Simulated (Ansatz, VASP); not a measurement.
FeO: VASP beside Ansatz

```
Fe O
1.0
     2.94111    0.00000    0.00000
    -1.47055    2.54707    0.00000
     0.00000    0.00000    2.87037
Fe O
1 1
Direct
  0.00000 0.00000 0.00000
  0.66667 0.33333 0.50000
```

Alike in both runs: task single point; functional PBE; k mesh 10 × 10 × 9; occupations fermi-dirac, width 0.05 eV; collinear spin.

|  | VASP | Ansatz |
| --- | --- | --- |
| version | VASP 6.6.1 | Ansatz 0.2.0 |
| potentials or method | VASP PAW PBE potentials, release 64 (Fe_sv, O) | Ansatz PAW |
| plane-wave cutoff (eV) | 600 | 420 |
| valence electrons in the cell | 22 | 22 |

|  | VASP | Ansatz | Ansatz less VASP |
| --- | --- | --- | --- |
| gap on the k mesh at the Fermi level (eV) | none | none | - |
| pressure (GPa) | -17.7 | -15.7 | +2.08 |
| traceless stress, the component that is largest in VASP (GPa) | -4.31 | -4.24 | +0.071 |
| net moment per atom (μB) | 2.00 | 2.00 | 0.000 |
| size of the moment on the site where the two differ most (μB) | 0.34 | 0.36 | +0.028 |

Site moments also hang on the region over which each program counts them. A gap of «none» marks a metal or a gap that the smearing closes.
